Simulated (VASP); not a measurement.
Input of a VASP 6.6.1 run:

The input INCAR:

```
SYSTEM = Pt
  PREC = Accurate
  ENCUT = 520
  EDIFF = 1E-6
  ISMEAR = 1
  SIGMA = 0.3
  LREAL = .False.
  LASPH = .True.
  NELM = 60
  ALGO = Normal
  ISIF = 2
  LWAVE = .False.
  LCHARG = .False.
  NBANDS = 11
```

KPOINTS

```
Automatic mesh
0
Gamma
  14 14 14
  0 0 0
```

File POSCAR:

```
Pt
1.0
    0.0000000000      1.9474302061      1.9474302061
    1.9474302061      0.0000000000      1.9474302061
    1.9474302061      1.9474302061      0.0000000000
Pt
1
Direct
    0.0000000000      0.0000000000      0.0000000000
```

Potentials or basis: VASP PAW LDA potentials, release 64 (Pt).

Launch:

```sh
$ cat potpaw_LDA.64/Pt/POTCAR > POTCAR
$ mpirun -np 1 vasp_std > vasp.out
```

Question: What does it give for the pressure?

Answer: 0.4 GPa.

Question: What does it give for the band gap on the k mesh?

Answer: Zero (band 5 reaches 12.06 eV, above the bottom of band 6 at 9.75 eV).

Caveat: spin-orbit coupling is left out, which moves the levels of the heavy elements.
